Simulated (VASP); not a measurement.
A run of VASP 6.6.1 is set up as follows.

Contents of INCAR:

```
SYSTEM = AlN
PREC = Accurate ; ENCUT = 520
EDIFF = 1E-8 ; ISMEAR = 0
SIGMA = 0.01 ; LREAL = .FALSE.
LASPH = .TRUE. ; NELM = 60
ALGO = Normal ; ISIF = 2
LWAVE = .FALSE. ; LCHARG = .TRUE.
IBRION = 8 ; NSW = 1
```

The input KPOINTS:

```
regular mesh
0
G
  3 3 3
  0 0 0
```

File POSCAR:

```
AlN
1.0
    0.0000000000      2.1839940000      2.1839940000
    2.1839940000      0.0000000000      2.1839940000
    2.1839940000      2.1839940000      0.0000000000
Al N
1 1
Direct
    0.0000000000      0.0000000000      0.0000000000
    0.7500000000      0.7500000000      0.7500000000
```

Potentials or basis: VASP PAW LDA potentials, release 64 (Al, N).

Run with:

```sh
$ cat potpaw_LDA.64/Al/POTCAR potpaw_LDA.64/N/POTCAR > POTCAR
$ mpirun -np 1 vasp_std > vasp.out
```

Task: Estimate the highest phonon frequency at Γ, LO-TO splitting left out.

Result: 655 cm⁻¹.

Phonon frequencies in cm⁻¹ (negative: imaginary):
| q point | frequencies |
| --- | --- |
| (0.000, 0.000, 0.000) | 0 0 0 655 655 655 |

Caveat: the k points lie up to 0.83 Å⁻¹ apart; the cell wasn't relaxed at this level first, which shifts response properties.
